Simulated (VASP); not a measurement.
**W12C: single point with PBE**

The system is W12C, a slab with vacuum.

```
W C
1.0
     5.51433    0.00000    0.00000
    -1.83811    5.19896    0.00000
     0.00000    0.00000   19.85622
W C
12 1
Direct
  0.25000 0.25000 0.20145
  0.25000 0.75000 0.20145
  0.75000 0.25000 0.20145
  0.75000 0.75000 0.20145
  0.00000 0.00000 0.31114
  0.00000 0.50000 0.31114
  0.50000 0.00000 0.31114
  0.50000 0.50000 0.31114
  0.25000 0.25000 0.42084
  0.25000 0.75000 0.42084
  0.75000 0.25000 0.42084
  0.75000 0.75000 0.42084
  0.33333 0.33333 0.51029
```

- Program: VASP 6.6.1
- Task: single point
- Functional: PBE
- Potentials or basis: VASP PAW PBE potentials, release 64 (W_sv, C)
- Cutoff: 520 eV
- k mesh: 5 × 5 × 1
- Occupations: gaussian, width 0.1 eV
- Spin: no spin polarisation

```
Largest force          : 1.581 eV/Å
Band gap on the k mesh : zero (band 86 reaches 1.54 eV, above the bottom of band 87 at 0.12 eV)
```

Forces in eV/Å, atoms in the order of the input:
```
W    0.003  0.004  0.116
W   -0.032 -0.001 -0.211
W    0.010 -0.030 -0.211
W    0.052  0.073  0.175
W   -0.264 -0.374 -0.654
W   -0.179  0.039  0.017
W    0.096 -0.156  0.017
W    0.367  0.519 -0.717
W   -0.672 -0.950  0.217
W    0.068 -0.482  0.536
W   -0.477 -0.097  0.536
W    0.118  0.167  0.076
C    0.911  1.288  0.105
```

Levels at points of the mesh, in eV from the Fermi level:
```csv
k point,band 82,band 83,band 84,band 85,band 86,band 87,band 88,band 89,band 90,band 91
"(0.00, 0.00, 0.00)",-0.12,0.10,0.16,0.85,1.10,1.12,1.24,1.50,1.60,1.74
```

It took 44 min on 1 thread of AMD EPYC 7R43 64-Core Processor (Zen 3) (shared host), peak memory 0.72 GiB.

Caveat: spin-orbit coupling is left out, which moves the levels of the heavy elements.
